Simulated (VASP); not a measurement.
# ZnGa2: single point with r2SCAN

Crystal: ZnGa2.

```
Ga Zn
1.0
    -2.00001    3.19518    3.82320
     4.00001    0.00000    0.00000
     2.00001    3.19518   -3.82320
Ga Zn
4 2
Direct
  0.20200 0.15900 0.88400
  0.61600 0.15900 0.29800
  0.79800 0.84100 0.11600
  0.38400 0.84100 0.70200
  0.80700 0.55700 0.69300
  0.19300 0.44300 0.30700
```

```
Program             : VASP 6.6.1
Task                : single point
Functional          : r2SCAN
Potentials or basis : VASP PAW PBE potentials, release 64 (Ga_d, Zn)
Cutoff              : 520 eV
k mesh              : 7 × 7 × 7
Occupations         : gaussian, width 0.026 eV
Spin                : no spin polarisation
```

```json
{
  "Pressure": "7.3 GPa",
  "Largest force": "0.562 eV/Å",
  "Band gap on the k mesh": "zero (bands 38 and 39 overlap by 3.29 eV)"
}
```

Forces on the atoms (eV/Å):
```
Ga   0.000 -0.208 -0.522
Ga   0.000  0.208 -0.522
Ga   0.000  0.208  0.522
Ga   0.000 -0.208  0.522
Zn   0.000  0.000  0.172
Zn   0.000  0.000 -0.172
```

Stress tensor (GPa, compression positive):
```
8.84 0.00 0.00
0.00 4.41 0.00
0.00 0.00 8.51
```

Levels at points of the mesh, in eV from the Fermi level:
| k point | band 34 | band 35 | band 36 | band 37 | band 38 | band 39 | band 40 | band 41 | band 42 | band 43 |
| --- | --- | --- | --- | --- | --- | --- | --- | --- | --- | --- |
| (0.00, 0.00, 0.00) | -4.57 | -4.02 | -1.55 | -0.57 | -0.26 | 0.38 | 1.04 | 1.56 | 2.16 | 2.57 |

It took 9.6 min on 1 thread of Intel(R) Xeon(R) Platinum 8488C (Sapphire Rapids), with other jobs on the host, peak memory 0.37 GiB.

Caveat: the cell stands under pressure; the PAW data sets were made with another functional, which shifts forces and pressure a little.
